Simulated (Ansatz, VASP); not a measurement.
## Two plane-wave programs on ZnGe2N3

```
Zn Ge N
1.0
     3.22378    0.00000    0.00000
     0.00000    3.22378    0.00000
     0.00000    0.00000    7.01629
Zn Ge N
1 2 3
Direct
  0.50000 0.50000 0.62362
  0.50000 0.50000 0.26656
  0.00000 0.00000 0.73394
  0.50000 0.00000 0.99831
  0.00000 0.50000 0.99831
  0.00000 0.00000 0.37926
```

Change from the starting cell: species swapped into the Zr2P3S type (P4mm, No. 99).

Alike in both runs: task single point; functional PBE; k mesh 6 × 6 × 4; occupations gaussian, width 0.1 eV; no spin polarisation.

|  | VASP | Ansatz |
| --- | --- | --- |
| version | VASP 6.6.1 | Ansatz 0.2.0 |
| potentials or method | VASP PAW PBE potentials, release 64 (Zn, Ge_d, N), cutoff 520 eV | scalar-relativistic, plane waves, PAW |
| valence electrons in the cell | 55 | 55 |

```csv
,VASP,Ansatz,Ansatz less VASP
gap on the k mesh at the Fermi level (eV),none,none,-
pressure (GPa),-3.3,-3.5,-0.17
"traceless stress, the component that is largest in VASP (GPa)",0.59,0.61,+0.017
rms of the force components (eV/Å),0.844,0.841,-0.0027
```

Atom by atom the forces differ by 0.003 eV/Å (rms over components). A gap of «none» marks a metal or a gap that the smearing closes.
